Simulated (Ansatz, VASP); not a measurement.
One calculation of W14Se27, two programs

```
CELL_PARAMETERS angstrom
1.63952 -8.51920 0.00000
6.55808 5.67946 0.00000
0.00000 0.00000 12.79282
ATOMIC_POSITIONS crystal
W 0.89015 0.51270 0.24801
W 0.48730 0.37745 0.24801
W 0.04669 0.23978 0.25134
W 0.76022 0.80691 0.25134
W 0.33333 0.66667 0.25317
W 0.62255 0.10985 0.24801
W 0.19309 0.95331 0.25134
W 0.66667 0.33333 0.75055
W 0.23814 0.19044 0.74962
W 0.80956 0.04770 0.74962
W 0.52382 0.61896 0.74957
W 0.09515 0.47618 0.74957
W 0.38104 0.90485 0.74957
W 0.95230 0.76186 0.74962
Se 0.24617 0.19361 0.38120
Se 0.80639 0.05256 0.38120
Se 0.52599 0.61022 0.38228
Se 0.08423 0.47401 0.38228
Se 0.38978 0.91577 0.38228
Se 0.94744 0.75383 0.38120
Se 0.90546 0.52435 0.88152
Se 0.47565 0.38111 0.88152
Se 0.04773 0.23813 0.88137
Se 0.76187 0.80961 0.88137
Se 0.33333 0.66667 0.88124
Se 0.61889 0.09454 0.88152
Se 0.19039 0.95227 0.88137
Se 0.66667 0.33333 0.10981
Se 0.24046 0.19302 0.12019
Se 0.80698 0.04744 0.12019
Se 0.52106 0.61529 0.12069
Se 0.09423 0.47894 0.12069
Se 0.38471 0.90577 0.12069
Se 0.95256 0.75954 0.12019
Se 0.90367 0.52307 0.61822
Se 0.47693 0.38060 0.61822
Se 0.04770 0.23811 0.61790
Se 0.76189 0.80959 0.61790
Se 0.33333 0.66667 0.61781
Se 0.61940 0.09633 0.61822
Se 0.19041 0.95230 0.61790
```

Alike in both runs: task single point; functional PBE; dispersion D3(BJ); k mesh 2 × 2 × 2; occupations gaussian, width 0.01 eV; no spin polarisation.

|  | VASP | Ansatz |
| --- | --- | --- |
| version | VASP 6.6.1 | Ansatz 0.2.0 |
| potentials or method | VASP PAW PBE potentials, release 64 (W_sv, Se), cutoff 520 eV | scalar-relativistic, plane waves, PAW |
| valence electrons in the cell | 358 | 628 |

```tsv
	VASP	Ansatz	Ansatz less VASP
gap on the k mesh at the Fermi level (eV)	0.77	0.77	+0.006
rms of the force components (eV/Å)	0.022	0.003	-0.0192
```

Atom by atom the forces differ by 0.022 eV/Å (rms over components). VASP's potentials hold 358 valence electrons a cell and Ansatz's 628, so a difference there can come from the potentials and not from the codes.

Neither program's run includes spin-orbit coupling.
